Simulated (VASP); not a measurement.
Write the native input for VASP 6.6.1 that does the following.

* Task: relaxation of cell and atoms
* Functional: PBE
* Potentials or basis: VASP PAW PBE potentials, release 64 (Cu, H, Mo_sv)
* Cutoff: 600 eV
* k mesh: 4 × 4 × 4
* Occupations: gaussian, width 0.1 eV
* Spin: no spin polarisation
* Dipole correction: no
* Further INCAR settings: ALGO = Normal; EDIFF = 1e-06; IBRION = 2; EDIFFG = -0.04; NSW = 90; ISIF = 3

The structure of CuMoH6 lies in POSCAR:

```
CuMoH6
1.0
    4.1198784200      0.0000000000      0.0000000000
    0.0000000000      4.1198784200      0.0000000000
    0.0000000000      0.0000000000      4.1198784200
Cu H Mo
1 6 1
Direct
    0.5000000000      0.5000000000      0.5000000000
    0.8492966300      0.5000000000      0.5000000000
    0.1507033700      0.5000000000      0.5000000000
    0.5000000000      0.8492966300      0.5000000000
    0.5000000000      0.1507033700      0.5000000000
    0.5000000000      0.5000000000      0.8492966300
    0.5000000000      0.5000000000      0.1507033700
    0.0000000000      0.0000000000      0.0000000000
```

The cell was generated, and may not be a known phase.

The input as run:

INCAR

```
SYSTEM = CuMoH6
PREC = Accurate ; ENCUT = 600
EDIFF = 1E-6 ; ISMEAR = 0
SIGMA = 0.1 ; LREAL = .FALSE.
LASPH = .TRUE. ; NELM = 100
ALGO = Normal ; ISIF = 3
LWAVE = .FALSE. ; LCHARG = .FALSE.
GGA = PE ; IBRION = 2
NSW = 90 ; EDIFFG = -0.04
```

KPOINTS

```
Automatic mesh
0
G
  4 4 4
  0 0 0
```

Potentials or basis: VASP PAW PBE potentials, release 64 (Cu, H, Mo_sv).

Launch:

```sh
$ cat potpaw_PBE.64/Cu/POTCAR potpaw_PBE.64/H/POTCAR potpaw_PBE.64/Mo_sv/POTCAR > POTCAR
$ mpirun -np 1 vasp_std > vasp.out
```

Results of the run:

* Relaxed volume: 8.55 Å³/atom
* Relaxed cell: a = 4.089 Å, b = 4.089 Å, c = 4.089 Å, α = 90.00°, β = 90.00°, γ = 90.00°
* Space group after relaxing (to 0.1 Å): Pm-3m (No. 221)
* Energy gained by relaxing: 141.7 meV/atom
* Ionic steps: 10
* Pressure after relaxing: -0.1 GPa
* Largest force after relaxing: 0.029 eV/Å
* Band gap on the k mesh: zero (an odd number of electrons rules out a gap without spin polarisation)

Caveat: the k points lie up to 0.38 Å⁻¹ apart in the final cell, too coarse for converged energies and pressures of a metal; the highest band is partly filled, so the run has too few bands.

Run time: 2.8 min on 1 thread of Oxide Virtual Turin-like Processor, on a shared host, peak memory 0.19 GiB.
